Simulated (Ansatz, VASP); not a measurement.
## CdS in VASP and in Ansatz

```
CELL_PARAMETERS angstrom
0.00000 2.72678 2.64497
2.72678 0.00000 2.64497
2.72678 2.72678 0.00000
ATOMIC_POSITIONS crystal
Cd 0.00000 0.00000 0.00000
S 0.50000 0.50000 0.50000
```

Change from the starting cell: uniaxial_z strain -3.0%.

Alike in both runs: task single point; functional PBE; k mesh 8 × 8 × 8; occupations fermi-dirac, width 0.02 eV; no spin polarisation.

|  | VASP | Ansatz |
| --- | --- | --- |
| version | VASP 6.6.1 | Ansatz 0.2.0 |
| potentials or method | VASP PAW PBE potentials, release 64 (Cd_sv_GW, S) | plane waves, PAW |
| plane-wave cutoff (eV) | 630 | 420 |
| valence electrons in the cell | 26 | 26 |

```tsv
	VASP	Ansatz	Ansatz less VASP
pressure (GPa)	4.3	4.5	+0.17
traceless stress, the component that is largest in VASP (GPa)	2.05	2.05	+0.003
```
